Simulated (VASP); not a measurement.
Runs of VASP 6.6.1 on Ir. The structure is that of space group P6_3/mmc (No. 194), or close to it. The cells are those of the table. This isn't the form of Ir at room conditions, which is fcc.

```csv
cell,gap on the mesh (eV),pressure (GPa)
"a = 2.861, b = 2.861, c = 4.105 Å, angles 90.0, 90.0, 120.0°, 2 atoms",none,(a)
"a = 2.751, b = 2.751, c = 4.641 Å, angles 90.0, 90.0, 120.0°, 2 atoms",none,-22.7
"a = 2.861, b = 2.861, c = 4.819 Å, angles 90.0, 90.0, 120.0°, 2 atoms",none,-44.2
"a = 2.641, b = 2.641, c = 4.819 Å, angles 90.0, 90.0, 120.0°, 2 atoms",none,-4.5
"a = 2.531, b = 2.531, c = 4.462 Å, angles 90.0, 90.0, 120.0°, 2 atoms",none,(b)
```

Alike in all rows: task single point; level PBEsol; potentials or basis VASP PAW PBE potentials, release 64 (Ir); no spin polarisation; k mesh 18 × 18 × 12; cutoff (eV) 520; smearing gaussian 0.15 eV.

Problem. Estimate the missing entries.

Solution. (a) -3.7; (b) 76.1.

Caveats: the PAW data sets were made with another functional, which shifts forces and pressure a little; spin-orbit coupling is left out, which moves the levels of the heavy elements; the stress differs along the axes, from -15 to 19 GPa (at least some runs); the stress differs along the axes, from -30 to -19 GPa (at least some runs); the stress differs along the axes, from -48 to -42 GPa (at least some runs); the stress differs along the axes, from -33 to 10 GPa (at least some runs); the stress differs along the axes, from 37 to 95 GPa (at least some runs).

A k mesh can miss the band edges, and the runs leave out spin-orbit coupling on Ir.

A gap of «none» marks levels without a gap at the run's occupations.
